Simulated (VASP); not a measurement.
Input of a VASP 6.6.1 run:

Contents of INCAR:

```
SYSTEM = CdF2
PREC     = Accurate       ! precision mode
ENCUT    = 520            ! plane-wave cutoff, eV
EDIFF    = 1E-7           ! SCF threshold, eV
ISMEAR   = 0              ! smearing method
SIGMA    = 0.05           ! smearing width, eV
LREAL    = .FALSE.        ! projectors in reciprocal space
LASPH    = .TRUE.         ! aspherical terms in the spheres
NELM     = 100            ! most SCF steps
ALGO     = Normal         ! electronic algorithm
ISIF     = 2              ! what is computed and relaxed
LWAVE    = .FALSE.        ! write WAVECAR
LCHARG   = .FALSE.        ! write CHGCAR
GGA      = PS             ! functional
NBANDS   = 20             ! bands
```

KPOINTS

```
regular mesh
0
G
  8 8 8
  0 0 0
```

Contents of POSCAR:

```
CdF2
1.0
    0.0000000000      2.7071777684      2.8750227901
    2.7071777684      0.0000000000      2.8750227901
    2.7071777684      2.7071777684      0.0000000000
Cd F
1 2
Direct
    0.0000000000      0.0000000000      0.0000000000
    0.2500000000      0.2500000000      0.2500000000
    0.7500000000      0.7500000000      0.7500000000
```

Potentials or basis: VASP PAW PBE potentials, release 64 (Cd, F).

Launch:

```console
$ cat potpaw_PBE.64/Cd/POTCAR potpaw_PBE.64/F/POTCAR > POTCAR
$ mpirun -np 1 vasp_std > vasp.out
```

Problem. What does it give for the pressure?

Solution. -6.5 GPa.

Problem. Estimate the band gap on the k mesh.

Solution. 2.55 eV, indirect (least direct gap 3.10 eV).

Stress tensor (GPa, compression positive):
```
 -4.42   0.00   0.00
  0.00  -4.42   0.00
  0.00   0.00 -10.67
```

Caveat: the PAW data sets were made with another functional, which shifts forces and pressure a little. A k mesh can miss the band edges.
